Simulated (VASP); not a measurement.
Wanted: the native input for a VASP 6.6.1 run.

```yaml
Task: single point
Functional: PBE
Potentials_or_basis: VASP PAW PBE potentials, release 64 (Pb_d, S)
Cutoff: 520 eV
k_mesh: 8 × 8 × 8
Occupations: gaussian, width 0.02 eV
Spin: no spin polarisation
Dipole_correction: no
Further_INCAR_settings: ALGO = Normal; EDIFF = 1e-06; NBANDS = 28
```

The structure of PbS lies in POSCAR:

```
PbS
1.0
    2.0047856260     -5.7310101541      0.0000000000
    2.0047856260      5.7310101541      0.0000000000
    0.0000000000      0.0000000000      4.0028470323
Pb S
2 2
Direct
    0.8616998500      0.1383001500      0.2500000000
    0.1383001500      0.8616998500      0.7500000000
    0.6490967200      0.3509032800      0.2500000000
    0.3509032800      0.6490967200      0.7500000000
```

This cell differs from its parent crystal: Ge replaced by Pb, lengths x 1.069, strained.

These files were run (other wordings do the same):

INCAR

```
SYSTEM = PbS
PREC = Accurate
ENCUT = 520
EDIFF = 1E-6
ISMEAR = 0
SIGMA = 0.02
LREAL = .False.
LASPH = .True.
NELM = 100
ALGO = Normal
ISIF = 2
LWAVE = .False.
LCHARG = .False.
GGA = PE
NBANDS = 28
```

KPOINTS

```
regular mesh
0
Gamma
  8 8 8
  0 0 0
```

Potentials or basis: VASP PAW PBE potentials, release 64 (Pb_d, S).

Command:

```bash
$ cat potpaw_PBE.64/Pb_d/POTCAR potpaw_PBE.64/S/POTCAR > POTCAR
$ mpirun -np 1 vasp_std > vasp.out
```

It gave:

| Item | Value |
| --- | --- |
| Pressure | 16.3 GPa |
| Largest force | 2.577 eV/Å |
| Band gap on the k mesh | 1.07 eV, indirect (least direct gap 1.27 eV) |

Caveat: the cell differs from its parent crystal (Ge replaced by Pb, lengths x 1.069, strained); spin-orbit coupling is left out, which moves the levels of the heavy elements; forces of over 1 eV/Å act on the atoms, so gaps and moduli don't describe the material at rest.

It took 4.1 min on 1 thread of Intel Xeon 6975P-C (shared host), peak memory 0.39 GiB.
